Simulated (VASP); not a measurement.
Mo, 1 atom in the cell. Symmetry: I4/mmm, No. 139, tetragonal system. Conventional cell: a = 3.430 Å, b = 3.430 Å, c = 3.052 Å, α = 90.00°, β = 90.00°, γ = 90.00°. Within 3.8 Å of Mo (site symmetry 4/mmm) lie 14 Mo at 2.87 to 3.43 Å.  This cell differs from its parent crystal: volume 17.948 Å^3 an atom, c/a of the conventional cell 0.6292.

- Program: VASP 6.6.1
- Task: single point
- Functional: PBE
- Potentials or basis: VASP PAW PBE potentials, release 64 (Mo_sv)
- Cutoff: 520 eV
- k mesh: 22 × 22 × 22
- Occupations: gaussian, width 0.15 eV
- Spin: no spin polarisation
- Dipole correction: no
- Further INCAR settings: ALGO = Fast; EDIFF = 1e-06; NBANDS = 13

Potentials or basis: VASP PAW PBE potentials, release 64 (Mo_sv).

Run with:

```console
$ cat potpaw_PBE.64/Mo_sv/POTCAR > POTCAR
$ mpirun -np 1 vasp_std > vasp.out
```

Hardware: 1 thread of Intel(R) Xeon(R) 6975P-C (Granite Rapids) (shared host).

Q: Estimate the wall time of this run.

A: Wall time 73 s on 1 thread of Intel(R) Xeon(R) 6975P-C (Granite Rapids) (shared host), peak memory 0.29 GiB. Counts: scf iterations 13, k points 834.
